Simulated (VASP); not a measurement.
Runs of VASP 6.6.1 on Ta. The structure is that of space group Pm-3m (No. 221), or close to it. The cells are those of the table. 

```tsv
task	cell	k mesh	cutoff (eV)	gap on the mesh (eV)	pressure (GPa)	relaxed volume (Å³/atom)
relaxation of cell and atoms	relaxed from a = 2.757, b = 2.757, c = 2.825 Å, 1 atom	6 × 6 × 6	600	none	-0.2	20.89
single point	a = 2.746 Å, 1 atom	20 × 20 × 20	520	none	(a)	-
relaxation of cell and atoms	relaxed from a = 2.753 Å, 1 atom	20 × 20 × 20	600	none	0.0	20.72
single point	a = 2.750, b = 2.750, c = 2.758 Å, 1 atom	6 × 6 × 6	520	none	0.0	-
single point	a = 2.757, b = 2.757, c = 2.825 Å, 1 atom	6 × 6 × 6	520	none	-4.0	-
```

Alike in all rows: level PBE; potentials or basis VASP PAW PBE potentials, release 64 (Ta_pv); no spin polarisation; smearing gaussian 0.1 eV.

Q: Estimate the missing entries.

A: (a) 0.1.

Caveats: some runs use coarse meshes; spin-orbit coupling is left out, which moves the levels of the heavy elements.

A k mesh can miss the band edges, and the runs leave out spin-orbit coupling on Ta.

A gap of «none» marks levels without a gap at the run's occupations.
